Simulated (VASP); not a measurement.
# Sr4AuN3 (P4/mmm) in VASP: notebook, part 2 of 2

VASP 6.6.1.

## (3) Single point, PBE

This run uses another cell than the first one, of 25.08 Å³/atom.

Input file INCAR:

```
SYSTEM = Sr4AuN3
PREC = Accurate
ENCUT = 600
EDIFF = 1E-6
ISMEAR = 0
SIGMA = 0.1
LREAL = .FALSE.
LASPH = .TRUE.
NELM = 120
ALGO = Normal
ISIF = 2
LWAVE = .FALSE.
LCHARG = .FALSE.
GGA = PE
NBANDS = 43
GGA_COMPAT = .FALSE.
```

Input file KPOINTS:

```
regular mesh
0
G
  6 6 4
  0 0 0
```

Input file POSCAR:

```
Sr4AuN3
1.0
    4.9137287596      0.0000000000      0.0000000000
    0.0000000000      4.9137287596      0.0000000000
    0.0000000000      0.0000000000      8.3114256998
Sr Au N
4 1 3
Direct
    0.5000000000      0.0000000000      0.1970442894
    0.0000000000      0.5000000000      0.8029557106
    0.0000000000      0.5000000000      0.1970442894
    0.5000000000      0.0000000000      0.8029557106
    0.5000000000      0.5000000000      0.5000000000
    0.5000000000      0.5000000000      0.7475295552
    0.5000000000      0.5000000000      0.2524704448
    0.0000000000      0.0000000000      0.0000000000
```

Potentials or basis: VASP PAW PBE potentials, release 64 (Sr_sv, Au, N).

Run with:

```console
> cat potpaw_PBE.64/Sr_sv/POTCAR potpaw_PBE.64/Au/POTCAR potpaw_PBE.64/N/POTCAR > POTCAR
> mpirun -np 1 vasp_std > vasp.out
```

OUTCAR:

```text
SYSTEM = Sr4AuN3
   PREC = Accurate
   ENCUT = 600
   EDIFF = 1E-6
   ISMEAR = 0
   LREAL = .FALSE.
   LASPH = .TRUE.
   NELM = 120
   ISIF = 2
   GGA = PE

 ion  position               nearest neighbor table
   1  0.500  0.000  0.197-   7 2.50   7 2.50   8 2.95   8 2.95   4 3.28   3 3.47   3 3.47   3 3.47
                             3 3.47   5 3.52   5 3.52   2 4.78   2 4.78   2 4.78   2 4.78   4 5.04
   2  0.000  0.500  0.803-   6 2.50   6 2.50   8 2.95   8 2.95   3 3.28   4 3.47   4 3.47   4 3.47
                             4 3.47   5 3.52   5 3.52   1 4.78   1 4.78   1 4.78   1 4.78   3 5.04
   3  0.000  0.500  0.197-   7 2.50   7 2.50   8 2.95   8 2.95   2 3.28   1 3.47   1 3.47   1 3.47
                             1 3.47   5 3.52   5 3.52   4 4.78   4 4.78   4 4.78   4 4.78   2 5.04
[... 1326 lines left out ...]
  external PRESSURE =       2.2721098 kB  Pullay stress =       0.0000000 kB

 VOLUME and BASIS-vectors are now :
 -----------------------------------------------------------------------------
  energy-cutoff  :      600.00
  volume of cell :      200.68
      direct lattice vectors                 reciprocal lattice vectors
     4.913728760  0.000000000  0.000000000     0.203511437  0.000000000  0.000000000
     0.000000000  4.913728760  0.000000000     0.000000000  0.203511437  0.000000000
     0.000000000  0.000000000  8.311425700     0.000000000  0.000000000  0.120316301

 POSITION                                       TOTAL-FORCE (eV/Angst)
 -----------------------------------------------------------------------------------
      2.45686      0.00000      1.63772        -0.000000     -0.000000     -0.002473
      0.00000      2.45686      6.67371         0.000000     -0.000000      0.002473
      0.00000      2.45686      1.63772        -0.000000     -0.000000     -0.002473
      2.45686      0.00000      6.67371        -0.000000     -0.000000      0.002473
      2.45686      2.45686      4.15571        -0.000000     -0.000000     -0.000000
      2.45686      2.45686      6.21304        -0.000000      0.000000     -0.031992
      2.45686      2.45686      2.09839         0.000000      0.000000      0.031992
      0.00000      0.00000      0.00000        -0.000000     -0.000000     -0.000000
 -----------------------------------------------------------------------------------
    total drift:                                0.000000      0.000000     -0.000000

  FREE ENERGIE OF THE ION-ELECTRON SYSTEM (eV)
  ---------------------------------------------------
  free  energy   TOTEN  =       -37.0643430640 eV

  energy  without entropy=      -37.0498865419  energy(sigma->0) =      -37.05711480
```

OSZICAR:

```text
N       E                     dE             d eps       ncg     rms          rms(c)
DAV:   1     0.464066750669E+03    0.46407E+03   -0.34504E+04  2580   0.157E+03
DAV:   2    -0.408300002172E+01   -0.46815E+03   -0.44538E+03  3036   0.344E+02
DAV:   3    -0.485854603769E+02   -0.44502E+02   -0.44141E+02  3792   0.902E+01
DAV:   4    -0.507300608694E+02   -0.21446E+01   -0.21377E+01  3832   0.190E+01
DAV:   5    -0.508588698019E+02   -0.12881E+00   -0.12878E+00  3975   0.338E+00    0.363E+01
DAV:   6    -0.381183302347E+02    0.12741E+02   -0.87312E+01  3096   0.362E+01    0.412E+01
DAV:   7    -0.376628105921E+02    0.45552E+00   -0.96147E+00  3224   0.123E+01    0.266E+01
DAV:   8    -0.373214050038E+02    0.34141E+00   -0.55844E+00  3110   0.822E+00    0.434E+00
DAV:   9    -0.370813072533E+02    0.24010E+00   -0.15920E+00  3237   0.438E+00    0.175E+00
DAV:  10    -0.370606012889E+02    0.20706E-01   -0.14437E-01  3455   0.146E+00    0.102E+00
DAV:  11    -0.370658234378E+02   -0.52221E-02   -0.37576E-02  3384   0.716E-01    0.614E-01
DAV:  12    -0.370644268018E+02    0.13966E-02   -0.80901E-03  3232   0.321E-01    0.250E-01
DAV:  13    -0.370641374671E+02    0.28933E-03   -0.27266E-03  3600   0.180E-01    0.841E-02
DAV:  14    -0.370643262775E+02   -0.18881E-03   -0.35094E-04  3008   0.780E-02    0.470E-02
DAV:  15    -0.370643335264E+02   -0.72489E-05   -0.88197E-05  3472   0.333E-02    0.242E-02
DAV:  16    -0.370643421633E+02   -0.86368E-05   -0.28634E-05  2960   0.193E-02    0.117E-02
DAV:  17    -0.370643430640E+02   -0.90078E-06   -0.52191E-06  2520   0.873E-03
   1 F= -.37064343E+02 E0= -.37057115E+02  d E =-.144565E-01
```

stdout:

```text
POSCAR found type information on POSCAR SrAuN
 POSCAR found :  3 types and       8 ions
 scaLAPACK will be used
 LDA part: xc-table for (Slater+PW92), standard interpolation
 POSCAR, INCAR and KPOINTS ok, starting setup
 FFT: planning ... GRIDC
 FFT: planning ... GRID_SOFT
 FFT: planning ... GRID
 WAVECAR not read
 entering main loop
```

It took 12 min on 1 thread of Intel Xeon 8259CL, shared host; peak memory 0.51 GiB.

What came out:

| Quantity | Value |
| --- | --- |
| Free energy | -37.0643 eV |
| Pressure | 0.2 GPa |
| Largest force | 0.032 eV/Å |
| Band gap on the k mesh | zero (bands 33 and 34 overlap by 0.24 eV) |

Forces in eV/Å, atoms in the order of the input:
```
Sr   0.000  0.000 -0.002
Sr   0.000  0.000  0.002
Sr   0.000  0.000 -0.002
Sr   0.000  0.000  0.002
Au   0.000  0.000  0.000
N    0.000  0.000 -0.032
N    0.000  0.000  0.032
N    0.000  0.000  0.000
```

Stress tensor (GPa, compression positive):
```
0.32 0.00 0.00
0.00 0.32 0.00
0.00 0.00 0.04
```

Caveat: spin-orbit coupling is left out, which moves the levels of the heavy elements.

## (4) Single point, PBE (25.84 Å³/atom)

This run uses another cell than the first one, of 25.84 Å³/atom.

Input file INCAR:

```
PREC = Accurate
ENCUT = 600
EDIFF = 1E-6
ISMEAR = 0
SIGMA = 0.1
LREAL = False
LASPH = True
NELM = 120
ALGO = Normal
ISIF = 2
LWAVE = False
LCHARG = False
GGA = PE
NBANDS = 43
GGA_COMPAT = False
```

Input file KPOINTS:

```
Automatic mesh
0
Gamma
  6 6 4
```

Input file POSCAR:

```
Sr4AuN3
1.0
    4.9416284817      0.0000000000      0.0000000000
    0.0000000000      4.9416284817      0.0000000000
    0.0000000000      0.0000000000      8.4649072468
Sr Au N
4 1 3
Direct
    0.5000000000      0.0000000000      0.1963570423
    0.0000000000      0.5000000000      0.8036429577
    0.0000000000      0.5000000000      0.1963570423
    0.5000000000      0.0000000000      0.8036429577
    0.5000000000      0.5000000000      0.5000000000
    0.5000000000      0.5000000000      0.7445142447
    0.5000000000      0.5000000000      0.2554857553
    0.0000000000      0.0000000000      0.0000000000
```

Run with:

```console
> cat potpaw_PBE.64/Sr_sv/POTCAR potpaw_PBE.64/Au/POTCAR potpaw_PBE.64/N/POTCAR > POTCAR
> mpirun -np 1 vasp_std > vasp.out
```

It took 14 min on 1 thread of Intel Xeon 8259CL, shared host; peak memory 0.52 GiB.

It converged, with:

| Property | Result |
| --- | --- |
| Free energy | -37.0517 eV |
| Pressure | -1.0 GPa |
| Largest force | 0.033 eV/Å |
| Band gap on the k mesh | zero (bands 33 and 34 overlap by 0.23 eV) |

Forces on the atoms (eV/Å):
```
Sr   0.000  0.000 -0.009
Sr   0.000  0.000  0.009
Sr   0.000  0.000 -0.009
Sr   0.000  0.000  0.009
Au   0.000  0.000  0.000
N    0.000  0.000 -0.033
N    0.000  0.000  0.033
N    0.000  0.000  0.000
```

Stress tensor (GPa, compression positive):
```
-0.87  0.00  0.00
 0.00 -0.87  0.00
 0.00  0.00 -1.12
```

Levels at points of the mesh, in eV from the Fermi level:
```csv
k point,band 30,band 31,band 32,band 33,band 34,band 35,band 36,band 37
"(0.00, 0.00, 0.00)",-1.28,-1.28,0.03,0.03,0.15,1.12,1.58,2.04
"(0.50, 0.00, 0.00)",-1.63,-1.54,-1.07,-0.21,-0.20,1.77,1.90,2.41
"(0.50, 0.50, 0.00)",-1.58,-1.36,-1.36,-1.26,0.84,0.96,0.96,1.31
"(0.00, 0.00, 0.50)",-1.38,-1.38,0.02,0.02,0.36,1.37,1.54,1.81
"(0.50, 0.00, 0.50)",-1.63,-1.52,-1.18,-0.23,0.09,1.54,2.36,2.55
"(0.50, 0.50, 0.50)",-2.06,-1.26,-1.16,-1.16,1.08,1.19,1.19,1.69
```

Caveat: spin-orbit coupling is left out, which moves the levels of the heavy elements.

## (5) Single point, PBE (26.59 Å³/atom)

This run uses another cell than the first one, of 26.59 Å³/atom.

Input file INCAR:

```
SYSTEM = Sr4AuN3
ALGO = Normal
EDIFF = 1E-6
ENCUT = 600
GGA = PE
GGA_COMPAT = .FALSE.
ISIF = 2
ISMEAR = 0
LASPH = .TRUE.
LCHARG = .TRUE.
LELF = .TRUE.
LREAL = .FALSE.
LVHAR = .TRUE.
LWAVE = .FALSE.
NBANDS = 43
NELM = 120
PREC = Accurate
SIGMA = 0.1
```

Input file KPOINTS:

```
k-points
0
G
  6 6 4
  0 0 0
```

Input file POSCAR:

```
Sr4AuN3
1.0
    4.9702293189      0.0000000000      0.0000000000
    0.0000000000      4.9702293189      0.0000000000
    0.0000000000      0.0000000000      8.6114874586
Sr Au N
4 1 3
Direct
    0.5000000000      0.0000000000      0.1957717875
    0.0000000000      0.5000000000      0.8042282125
    0.0000000000      0.5000000000      0.1957717875
    0.5000000000      0.0000000000      0.8042282125
    0.5000000000      0.5000000000      0.5000000000
    0.5000000000      0.5000000000      0.7418308239
    0.5000000000      0.5000000000      0.2581691761
    0.0000000000      0.0000000000      0.0000000000
```

Potentials or basis: VASP PAW PBE potentials, release 64 (Sr_sv, Au, N).

Run with:

```console
> cat potpaw_PBE.64/Sr_sv/POTCAR potpaw_PBE.64/Au/POTCAR potpaw_PBE.64/N/POTCAR > POTCAR
> mpirun -np 1 vasp_std > vasp.out
```

OUTCAR:

```text
SYSTEM = Sr4AuN3
   EDIFF = 1E-6
   ENCUT = 600
   GGA = PE
   ISIF = 2
   ISMEAR = 0
   LASPH = .TRUE.
   LREAL = .FALSE.
   NELM = 120
   PREC = Accurate

 ion  position               nearest neighbor table
   1  0.500  0.000  0.196-   7 2.54   7 2.54   8 3.00   8 3.00   4 3.37   3 3.51   3 3.51   3 3.51
                             3 3.51   5 3.61   5 3.61   2 4.87   2 4.87   2 4.87   2 4.87
   2  0.000  0.500  0.804-   6 2.54   6 2.54   8 3.00   8 3.00   3 3.37   4 3.51   4 3.51   4 3.51
                             4 3.51   5 3.61   5 3.61   1 4.87   1 4.87   1 4.87   1 4.87
   3  0.000  0.500  0.196-   7 2.54   7 2.54   8 3.00   8 3.00   2 3.37   1 3.51   1 3.51   1 3.51
                             1 3.51   5 3.61   5 3.61   4 4.87   4 4.87   4 4.87   4 4.87
   4  0.500  0.000  0.804-   6 2.54   6 2.54   8 3.00   8 3.00   1 3.37   2 3.51   2 3.51   2 3.51
                             2 3.51   5 3.61   5 3.61   3 4.87   3 4.87   3 4.87   3 4.87
   5  0.500  0.500  0.500-   6 2.08   7 2.08   3 3.61   4 3.61   1 3.61   2 3.61   1 3.61   4 3.61
                             2 3.61   3 3.61
   6  0.500  0.500  0.742-   5 2.08   4 2.54   2 2.54   4 2.54   2 2.54
   7  0.500  0.500  0.258-   5 2.08   3 2.54   1 2.54   1 2.54   3 2.54
   8  0.000  0.000  0.000-   1 3.00   2 3.00   3 3.00   4 3.00   2 3.00   3 3.00   1 3.00   4 3.00

  LATTYP: Found a simple tetragonal cell.
[... 1304 lines left out ...]
     42       6.0698      0.00000
     43       6.5086      0.00000

 [... further k-points ...]

------------------------ aborting loop because EDIFF is reached ----------------------------------------

  FORCE on cell =-STRESS in cart. coord.  units (eV):
  Direction    XX          YY          ZZ          XY          YZ          ZX
  --------------------------------------------------------------------------------------
  -------------------------------------------------------------------------------------
  Total       -2.5442568     -2.5442568     -2.8424621      0.0000000      0.0000000      0.0000000
  in kB      -19.1619850    -19.1619850    -21.4079086      0.0000000      0.0000000      0.0000000
  external PRESSURE =     -19.9106262 kB  Pullay stress =       0.0000000 kB

 VOLUME and BASIS-vectors are now :
 -----------------------------------------------------------------------------
  energy-cutoff  :      600.00
  volume of cell :      212.73
      direct lattice vectors                 reciprocal lattice vectors
     4.970229319  0.000000000  0.000000000     0.201197960  0.000000000  0.000000000
     0.000000000  4.970229319  0.000000000     0.000000000  0.201197960  0.000000000
     0.000000000  0.000000000  8.611487459     0.000000000  0.000000000  0.116123957

 POSITION                                       TOTAL-FORCE (eV/Angst)
 -----------------------------------------------------------------------------------
      2.48511      0.00000      1.68589         0.000000     -0.000000     -0.008251
      0.00000      2.48511      6.92560        -0.000000     -0.000000      0.008251
      0.00000      2.48511      1.68589         0.000000     -0.000000     -0.008251
      2.48511      0.00000      6.92560         0.000000     -0.000000      0.008251
      2.48511      2.48511      4.30574         0.000000      0.000000      0.000000
      2.48511      2.48511      6.38827         0.000000      0.000000     -0.036221
      2.48511      2.48511      2.22322         0.000000      0.000000      0.036221
      0.00000      0.00000      0.00000         0.000000      0.000000      0.000000
 -----------------------------------------------------------------------------------
    total drift:                               -0.000000      0.000000      0.000000

  FREE ENERGIE OF THE ION-ELECTRON SYSTEM (eV)
  ---------------------------------------------------
  free  energy   TOTEN  =       -36.9981653637 eV

  energy  without entropy=      -36.9881517065  energy(sigma->0) =      -36.99315854
```

OSZICAR:

```text
N       E                     dE             d eps       ncg     rms          rms(c)
DAV:   1     0.464917975877E+03    0.46492E+03   -0.34040E+04  2580   0.155E+03
DAV:   2    -0.232028060428E+01   -0.46724E+03   -0.44356E+03  3068   0.340E+02
DAV:   3    -0.480452168398E+02   -0.45725E+02   -0.45336E+02  3864   0.898E+01
DAV:   4    -0.501776188654E+02   -0.21324E+01   -0.21263E+01  3837   0.191E+01
DAV:   5    -0.503145547760E+02   -0.13694E+00   -0.13691E+00  4008   0.341E+00    0.332E+01
DAV:   6    -0.382234853065E+02    0.12091E+02   -0.87421E+01  3162   0.350E+01    0.393E+01
DAV:   7    -0.376353403458E+02    0.58814E+00   -0.92932E+00  3221   0.119E+01    0.254E+01
DAV:   8    -0.373234648705E+02    0.31188E+00   -0.60271E+00  3176   0.831E+00    0.487E+00
DAV:   9    -0.370045911825E+02    0.31887E+00   -0.17516E+00  3216   0.465E+00    0.198E+00
DAV:  10    -0.369895461734E+02    0.15045E-01   -0.21244E-01  3389   0.156E+00    0.104E+00
DAV:  11    -0.369953363464E+02   -0.57902E-02   -0.29957E-02  3512   0.603E-01    0.687E-01
DAV:  12    -0.369976414394E+02   -0.23051E-02   -0.66633E-03  2936   0.311E-01    0.278E-01
DAV:  13    -0.369976657461E+02   -0.24307E-04   -0.38157E-03  3592   0.189E-01    0.712E-02
DAV:  14    -0.369980406921E+02   -0.37495E-03   -0.44870E-04  2848   0.825E-02    0.439E-02
DAV:  15    -0.369981308008E+02   -0.90109E-04   -0.15860E-04  2936   0.387E-02    0.292E-02
DAV:  16    -0.369981624581E+02   -0.31657E-04   -0.76635E-05  2872   0.268E-02    0.144E-02
DAV:  17    -0.369981651403E+02   -0.26823E-05   -0.65492E-06  2696   0.926E-03    0.870E-03
DAV:  18    -0.369981653637E+02   -0.22337E-06   -0.23859E-06  2218   0.576E-03
   1 F= -.36998165E+02 E0= -.36993159E+02  d E =-.100137E-01
```

Run time: 12 min. Hardware: 1 thread of Intel Xeon 8259CL, shared host; peak memory 0.52 GiB.

Results:

| Item | Value |
| --- | --- |
| Free energy | -36.9982 eV |
| Pressure | -2.0 GPa |
| Largest force | 0.036 eV/Å |
| Band gap on the k mesh | zero (bands 33 and 34 overlap by 0.11 eV) |

Forces in eV/Å, atoms in the order of the input:
```
Sr   0.000  0.000 -0.008
Sr   0.000  0.000  0.008
Sr   0.000  0.000 -0.008
Sr   0.000  0.000  0.008
Au   0.000  0.000  0.000
N    0.000  0.000 -0.036
N    0.000  0.000  0.036
N    0.000  0.000  0.000
```

Caveat: spin-orbit coupling is left out, which moves the levels of the heavy elements.

## (6) Single point, PBE (22.83 Å³/atom)

This run uses another cell than the first one, of 22.83 Å³/atom.

Input file INCAR:

```
PREC = Accurate ; ENCUT = 520
EDIFF = 1E-6 ; ISMEAR = 0
SIGMA = 0.1 ; LREAL = F
LASPH = T ; NELM = 60
ALGO = Normal ; ISIF = 2
LWAVE = F ; LCHARG = F
GGA = PE ; NBANDS = 43
```

Input file KPOINTS:

```
Automatic mesh
0
Gamma
  6 6 4
```

Input file POSCAR:

```
Sr4AuN3
1.0
    4.8280658141      0.0000000000      0.0000000000
    0.0000000000      4.8280658141      0.0000000000
    0.0000000000      0.0000000000      7.8346606661
Sr Au N
4 1 3
Direct
    0.5000000000      0.0000000000      0.1996059779
    0.0000000000      0.5000000000      0.8003940221
    0.0000000000      0.5000000000      0.1996059779
    0.5000000000      0.0000000000      0.8003940221
    0.5000000000      0.5000000000      0.5000000000
    0.5000000000      0.5000000000      0.7583021884
    0.5000000000      0.5000000000      0.2416978116
    0.0000000000      0.0000000000      0.0000000000
```

Potentials or basis: VASP PAW PBE potentials, release 64 (Sr_sv, Au, N).

Run with:

```console
> cat potpaw_PBE.64/Sr_sv/POTCAR potpaw_PBE.64/Au/POTCAR potpaw_PBE.64/N/POTCAR > POTCAR
> mpirun -np 1 vasp_std > vasp.out
```

Run time: 1.8 min. Hardware: 1 thread of Intel Xeon 6975P-C (Granite Rapids), shared host; peak memory 0.38 GiB.

It converged, with:

```
Free energy            : -36.7855 eV
Pressure               : 5.0 GPa
Largest force          : 0.034 eV/Å
Band gap on the k mesh : zero (bands 33 and 34 overlap by 0.56 eV)
```

Forces in eV/Å, atoms in the order of the input:
```
Sr   0.000  0.000  0.003
Sr   0.000  0.000 -0.003
Sr   0.000  0.000  0.003
Sr   0.000  0.000 -0.003
Au   0.000  0.000  0.000
N    0.000  0.000 -0.034
N    0.000  0.000  0.034
N    0.000  0.000  0.000
```

Stress tensor (GPa, compression positive):
```
5.14 0.00 0.00
0.00 5.14 0.00
0.00 0.00 4.67
```

Levels at points of the mesh, in eV from the Fermi level:
```
           k point  band 31  band 32  band 33  band 34  band 35  band 36
(0.00, 0.00, 0.00)    -1.18     0.22     0.22     0.51     1.49     1.67
(0.50, 0.00, 0.00)    -1.50    -1.24    -0.58    -0.05     2.05     2.07
(0.50, 0.50, 0.00)    -1.53    -1.53    -1.04     0.69     0.69     0.77
(0.00, 0.00, 0.50)    -1.28     0.19     0.19     1.00     1.62     1.93
(0.50, 0.00, 0.50)    -1.46    -1.38    -0.17    -0.13     1.96     2.95
(0.50, 0.50, 0.50)    -1.27    -1.27    -1.04     0.97     0.97     1.06
```

Caveat: the cell stands under pressure; spin-orbit coupling is left out, which moves the levels of the heavy elements.

## (7) Overview

```tsv
cell	cutoff (eV)	gap on the mesh (eV)	pressure (GPa)	largest force (eV/Å)
a = 4.885, b = 4.885, c = 8.157 Å, 8 atoms, atomic positions A	600	none	1.6	0.03
a = 4.914, b = 4.914, c = 8.311 Å, 8 atoms, atomic positions B	600	none	0.2	0.03
a = 4.942, b = 4.942, c = 8.465 Å, 8 atoms, atomic positions C	600	none	-1.0	0.03
a = 4.970, b = 4.970, c = 8.611 Å, 8 atoms, atomic positions D	600	none	-2.0	0.04
a = 4.828, b = 4.828, c = 7.835 Å, 8 atoms, atomic positions E	520	none	5.0	0.03
```

Alike in all rows: task single point; level PBE; potentials or basis VASP PAW PBE potentials, release 64 (Sr_sv, Au, N); no spin polarisation; k mesh 6 × 6 × 4; smearing gaussian 0.1 eV.

Caveats: spin-orbit coupling is left out, which moves the levels of the heavy elements; the cell stands under pressure (at least some runs).

Total energies depend on the potentials used, so only differences within one code and one set of settings carry meaning.
